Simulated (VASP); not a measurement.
# Ti (Im-3m) in VASP: a series of runs, part 2 of 2

VASP 6.6.1. The steps go on from the part before.

## (3) Single point, PBEsol

Input file INCAR:

```
  ALGO = Fast
  EDIFF = 1E-6
  ENCUT = 520
  GGA = PS
  ISIF = 2
  ISMEAR = 0
  LASPH = T
  LCHARG = F
  LREAL = F
  LWAVE = F
  NBANDS = 12
  NELM = 100
  PREC = Accurate
  SIGMA = 0.15
```

Input file KPOINTS:

```
k-points
0
Gamma
  22 22 22
```

Input file POSCAR:

```
Ti
1.0
   -1.6051145456      1.6051145456      1.6051145456
    1.6051145456     -1.6051145456      1.6051145456
    1.6051145456      1.6051145456     -1.6051145456
Ti
1
Direct
    0.0000000000      0.0000000000      0.0000000000
```

Potentials or basis: VASP PAW PBE potentials, release 64 (Ti_sv).

Launch:

```sh
$ cat potpaw_PBE.64/Ti_sv/POTCAR > POTCAR
$ mpirun -np 1 vasp_std > vasp.out
```

OUTCAR:

```text
EDIFF = 1E-6
   ENCUT = 520
   GGA = PS
   ISIF = 2
   ISMEAR = 0
   LASPH = T
   LREAL = F
   NELM = 100
   PREC = Accurate

 ion  position               nearest neighbor table
   1  0.000  0.000  0.000-

  LATTYP: Found a body centered cubic cell.
 ALAT       =     3.2102290912

  Lattice vectors:

 A1 = (  -1.6051145456,   1.6051145456,   1.6051145456)
 A2 = (   1.6051145456,  -1.6051145456,   1.6051145456)
 A3 = (   1.6051145456,   1.6051145456,  -1.6051145456)

Analysis of symmetry for initial positions (statically):
=====================================================================
 Subroutine PRICEL returns:
 Original cell was already a primitive cell.

 Routine SETGRP: Setting up the symmetry group for a
 body centered cubic supercell.

 Subroutine GETGRP returns: Found 48 space group operations
 (whereof 48 operations were pure point group operations)
 out of a pool of 48 trial point group operations.

The static configuration has the point symmetry O_h .

Analysis of symmetry for dynamics (positions and initial velocities):
=====================================================================
 Subroutine PRICEL returns:
 Original cell was already a primitive cell.

 Routine SETGRP: Setting up the symmetry group for a
 body centered cubic supercell.

 Subroutine GETGRP returns: Found 48 space group operations
 (whereof 48 operations were pure point group operations)
 out of a pool of 48 trial point group operations.

The dynamic configuration has the point symmetry O_h .

 Subroutine INISYM returns: Found 48 space group operations
 (whereof 48 operations are pure point group operations),
 and found     1 'primitive' translations

----------------------------------------------------------------------------------------

                                     Primitive cell

  volume of cell :      16.5416

  direct lattice vectors                    reciprocal lattice vectors
    -1.605114546  1.605114546  1.605114546     0.000000000  0.311504248  0.311504248
     1.605114546 -1.605114546  1.605114546     0.311504248  0.000000000  0.311504248
     1.605114546  1.605114546 -1.605114546     0.311504248  0.311504248  0.000000000

  length of vectors
     2.780139945  2.780139945  2.780139945     0.440533533  0.440533533  0.440533533

  position of ions in fractional coordinates (direct lattice)
     0.000000000  0.000000000  0.000000000

  ion indices of the primitive-cell ions
   primitive index   ion index
                 1           1

----------------------------------------------------------------------------------------

 KPOINTS: k-points

Automatic generation of k-mesh.
 Grid dimensions read from file:
 generate k-points for:   22   22   22

 Generating k-lattice:

  Cartesian coordinates                     Fractional coordinates (reciprocal lattice)
     0.000000000  0.014159284  0.014159284     0.045454545  0.000000000  0.000000000
     0.014159284  0.000000000  0.014159284     0.000000000  0.045454545  0.000000000
     0.014159284  0.014159284  0.000000000     0.000000000  0.000000000  0.045454545

  Length of vectors
     0.020024251  0.020024251  0.020024251

  Shift w.r.t. Gamma in fractional coordinates (k-lattice)
     0.000000000  0.000000000  0.000000000

 Subroutine IBZKPT returns following result:
 ===========================================

 Found    328 irreducible k-points:

 Following reciprocal coordinates:
            Coordinates               Weight
  0.000000  0.000000  0.000000      1.000000
  0.045455  0.000000  0.000000     12.000000
  0.090909  0.000000  0.000000     12.000000
  0.136364  0.000000  0.000000     12.000000
  0.181818  0.000000  0.000000     12.000000
  0.227273  0.000000  0.000000     12.000000
[... 16 lines left out ...]
  0.090909  0.090909  0.000000     24.000000
  0.136364  0.090909  0.000000     48.000000
 [... further k-points ...]
   k-points           NKPTS =    328   k-points in BZ     NKDIM =    328   number of bands    NBANDS=     12
   number of dos      NEDOS =    301   number of ions     NIONS =      1
   total plane-waves  NPLWV =  13824
   dimension x,y,z NGX =    24 NGY =   24 NGZ =   24
   dimension x,y,z NGXF=    48 NGYF=   48 NGZF=   48
   ions per type =               1
   NGX,Y,Z   is equivalent  to a cutoff of  14.35, 14.35, 14.35 a.u.
   NGXF,Y,Z  is equivalent  to a cutoff of  28.70, 28.70, 28.70 a.u.
 SYSTEM =  unknown system
   PREC   = accura    normal or accurate (medium, high low for compatibility)
   ISTART =      0    job   : 0-new  1-cont  2-samecut
   ICHARG =      2    charge: 1-file 2-atom 10-const
   ISPIN  =      1    spin polarized calculation?
   LNONCOLLINEAR =      F non collinear calculations
   LSORBIT =      F    spin-orbit coupling
   LASPH  =      T    aspherical Exc in radial PAW
   ENCUT  =  520.0 eV  38.22 Ry    6.18 a.u.   5.17  5.17  5.17*2*pi/ulx,y,z
   NELM   =    100;   NELMIN=  2; NELMDL= -5     # of ELM steps
   EDIFF  = 0.1E-05   stopping-criterion for ELM
   LREAL  =      F    real-space projection
   EDIFFG = 0.1E-04   stopping-criterion for IOM
   NSW    =      0    number of steps for IOM
   IBRION =     -1    ionic relax: 0-MD 1-quasi-New 2-CG
   NFREE  =      0    steps in history (QN), initial steepest desc. (CG)
   ISIF   =      2    stress and relaxation
   ISYM   =      2    0-nonsym 1-usesym 2-fastsym
   POTIM  = 0.5000    time-step for ionic-motion
   TEBEG  =    0.0;   TEEND  =   0.0 temperature during run
   PSTRESS=    0.0 pullay stress
   NELECT =      12.0000    total number of electrons
   NUPDOWN=      -1.0000    fix difference up-down
   EMIN   =  10.00;   EMAX   =-10.00  energy-range for DOS
   EFERMI =   0.00;   METHOD = LEGACY
   ISMEAR =     0;   SIGMA  =   0.15  broadening in eV -4-tet -1-fermi 0-gaus
   EFERMI_NEDOS =   21; number of points for ismear=-14 and -15
   IALGO  =     68    algorithm
   IMIX   =      4    mixing-type and parameters
     AMIX     =   0.40;   BMIX     =  1.00
     AMIX_MAG =   1.60;   BMIX_MAG =  1.00
  volume/ion in A,a.u.               =      16.54       111.63
  Fermi-wavevector in a.u.,A,eV,Ry     =   1.470988  2.779765 29.440376  2.163807
  Thomas-Fermi vector in A             =   2.586179
   LORBIT       =      0    0 simple, 1 ext, 2 COOP (PROOUT), +10 PAW based schemes
   GGA     = PS    functional components
   LHFCALC =     F    Hartree Fock is set to
   AEXX    =    0.0000 exact exchange contribution
   IVDW    =     0    specifies the selected vdW correction
   LEPSILON=     F    determine dielectric tensor
   LRPA    =     F    only Hartree local field effects (RPA)
 non-spin polarized calculation
 RMM-DIIS sequential band-by-band and
 Gauss-broadening in eV      SIGMA  =   0.15
  energy-cutoff  :      520.00
  volume of cell :       16.54
 maximum number of plane-waves:       466
 NGX is ok and might be reduce to    24
   NGX = 11   NGY = 11   NGZ = 11

 number of electron      12.0000000 magnetization

 Free energy of the ion-electron system (eV)
  ---------------------------------------------------
  ext. energy  EPLUGINS =         0.00000000
  ---------------------------------------------------
  free energy    TOTEN  =        -8.24774727 eV

  energy without entropy =       -8.22370927  energy(sigma->0) =       -8.23572827

 E-fermi :   8.4692     XC(G=0): -11.8664

 val. band max:        8.4601811738   @ k =  -0.3182   0.3182   0.0455
 cond. band min:       8.4699535996   @ k =  -0.3182   0.3636   0.0909
 fundamental gap:      0.0097724258
 Fermi energy:         8.4692144740

 k-point     1 :       0.0000    0.0000    0.0000
  band No.  band energies     occupation
      1     -47.7307      2.00000
      2     -23.6190      2.00000
      3     -23.6190      2.00000
      4     -23.6190      2.00000
      5       2.4162      2.00000
      6       9.4981      0.00000
      7       9.4981      0.00000
      8       9.4981      0.00000
      9      11.3802      0.00000
     10      11.3802      0.00000
     11      26.2392      0.00000
     12      26.2392      0.00000
[... 331 lines left out ...]
 k-point    24 :       0.1364    0.0909    0.0000
  band No.  band energies     occupation
      1     -47.6756      2.00000
      2     -23.8950      2.00000
      3     -23.6899      2.00000
      4     -23.6403      2.00000
      5       3.7287      2.00000
      6       8.9944      0.00000
      7       9.0725      0.00000
      8      10.5397      0.00000
      9      10.9311      0.00000
     10      11.5094      0.00000
     11      24.4301      0.00000
     12      25.2411      0.00000

 [... further k-points ...]
[... 5 lines left out ...]
  --------------------------------------------------------------------------------------
  -------------------------------------------------------------------------------------
  Total       -0.0528199     -0.0528199     -0.0528199      0.0000000      0.0000000      0.0000000
  in kB       -5.1159965     -5.1159965     -5.1159965      0.0000000      0.0000000      0.0000000
  external PRESSURE =      -5.1159965 kB  Pullay stress =       0.0000000 kB

 VOLUME and BASIS-vectors are now :
 -----------------------------------------------------------------------------
  energy-cutoff  :      520.00
  volume of cell :       16.54
      direct lattice vectors                 reciprocal lattice vectors
    -1.605114546  1.605114546  1.605114546     0.000000000  0.311504248  0.311504248
     1.605114546 -1.605114546  1.605114546     0.311504248  0.000000000  0.311504248
     1.605114546  1.605114546 -1.605114546     0.311504248  0.311504248  0.000000000

 POSITION                                       TOTAL-FORCE (eV/Angst)
 -----------------------------------------------------------------------------------
      0.00000      0.00000      0.00000         0.000000     -0.000000      0.000000
 -----------------------------------------------------------------------------------
    total drift:                               -0.000000      0.000000      0.000000

  FREE ENERGIE OF THE ION-ELECTRON SYSTEM (eV)
  ---------------------------------------------------
  free  energy   TOTEN  =        -8.2477472678 eV

  energy  without entropy=       -8.2237092691  energy(sigma->0) =       -8.23572827
```

stdout:

```text
POSCAR found type information on POSCAR Ti
 POSCAR found :  1 types and       1 ions
 scaLAPACK will be used
 -----------------------------------------------------------------------------
|                                                                             |
|                                                                             |
|     You enforced a specific xc type in the INCAR file but a different       |
|     I HOPE YOU KNOW WHAT YOU ARE DOING!                                     |
|                                                                             |
 -----------------------------------------------------------------------------

 LDA part: xc-table for (Slater+PW92), standard interpolation
 POSCAR, INCAR and KPOINTS ok, starting setup
 FFT: planning ... GRIDC
 FFT: planning ... GRID_SOFT
 FFT: planning ... GRID
 WAVECAR not read
 entering main loop
WARNING in EDDRMM: call to ZHEGV failed, returncode =   8  4     11
```

It took 2.7 min on 1 thread of Intel Xeon 8259CL, shared host; peak memory 0.19 GiB.

What came out:

* Free energy: -8.2477 eV
* Pressure: -0.5 GPa
* Band gap on the k mesh: zero (band 6 reaches 9.51 eV, above the bottom of band 7 at 7.83 eV)

Caveat: the PAW data sets were made with another functional, which shifts forces and pressure a little.
